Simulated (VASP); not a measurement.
Wanted: the native input for a VASP 6.6.1 run.

* Task: single point
* Functional: PBE
* Potentials or basis: VASP PAW PBE potentials, release 64 (Be, Li_sv)
* Cutoff: 520 eV
* k mesh: 5 × 5 × 3
* Occupations: gaussian, width 0.05 eV
* Spin: no spin polarisation
* Dipole correction: no
* Further INCAR settings: LREAL = Auto; ALGO = Normal; EDIFF = 1e-06; NBANDS = 32

The structure of LiBe16 (a cell with a defect) lies in POSCAR:

```
LiBe16
1.0
   -2.2900000000     -3.9663960000      0.0000000000
    3.4350000000     -1.9831980000      0.0000000000
    0.0000000000      0.0000000000      7.1768600000
Be Li
16 1
Direct
    0.7533738117      0.4678323228      0.0148630460
    0.4093042410      0.2388593048      0.2484182498
    0.7598441715      0.4591266820      0.5274075292
    0.5013731356      0.3224915518      0.7590000362
    0.4948163015     -0.0315699184     -0.0127286864
    0.1873793502      0.8337000617      0.2055943686
    0.5025917813      0.0046006344      0.5084014458
    0.2474531416      0.8244642487      0.7370170242
    0.2465243097      0.4791346926     -0.0033481216
    0.0036289335      0.4178111376      0.2815939004
    0.2615833403      0.4876870012      0.5144779193
    0.0025427286      0.3322610912      0.7532606182
    0.0062344914     -0.0142020422     -0.0373942086
    0.7878842217      1.0399108785      0.2009792583
    0.0040191660     -0.0263985764      0.4651570464
    0.7526925086      0.8312596345      0.7382273027
    0.5749430234      0.6637235877      0.2910570918
```

These files were run (other wordings do the same):

INCAR

```
  PREC = Accurate
  ENCUT = 520
  EDIFF = 1E-6
  ISMEAR = 0
  SIGMA = 0.05
  LREAL = Auto
  LASPH = T
  NELM = 60
  ALGO = Normal
  ISIF = 2
  LWAVE = F
  LCHARG = F
  GGA = PE
  NBANDS = 32
```

KPOINTS

```
regular mesh
0
Gamma
  5 5 3
```

Potentials or basis: VASP PAW PBE potentials, release 64 (Be, Li_sv).

Run with:

```console
$ cat potpaw_PBE.64/Be/POTCAR potpaw_PBE.64/Li_sv/POTCAR > POTCAR
$ mpirun -np 1 vasp_std > vasp.out
```

It gave:

```yaml
Largest_force: 0.464 eV/Å
Band_gap_on_the_k_mesh: zero (an odd number of electrons rules out a gap without spin polarisation)
```

It took 120 s on 1 thread of Intel(R) Xeon(R) 6975P-C (Granite Rapids), on a shared host, peak memory 0.27 GiB.
